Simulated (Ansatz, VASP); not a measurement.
## One calculation of Cl, two programs

```
CELL_PARAMETERS angstrom
12.00000 0.00000 0.00000
0.00000 12.30000 0.00000
0.00000 0.00000 12.60000
ATOMIC_POSITIONS crystal
Cl 0.50000 0.50000 0.42100
Cl 0.50000 0.50000 0.57900
```

Alike in both runs: task single point; functional r2SCAN0; k mesh 1 × 1 × 1; occupations fermi-dirac, width 0.01 eV; no spin polarisation.

```csv
,VASP,Ansatz
version,VASP 6.6.1,Ansatz 0.2.0
potentials or method,"VASP PAW PBE potentials, release 64 (Cl), cutoff 520 eV","plane waves (500 eV) with PAW, scalar-relativistic"
valence electrons in the cell,14,14
```

|  | VASP | Ansatz | Ansatz less VASP |
| --- | --- | --- | --- |
| gap on the k mesh at the Fermi level (eV) | 5.84 | 5.80 | -0.045 |

VASP's potentials were made for PBE, not for r2SCAN0. The functional is the same, so the differences come from potentials, cutoffs and numerics.
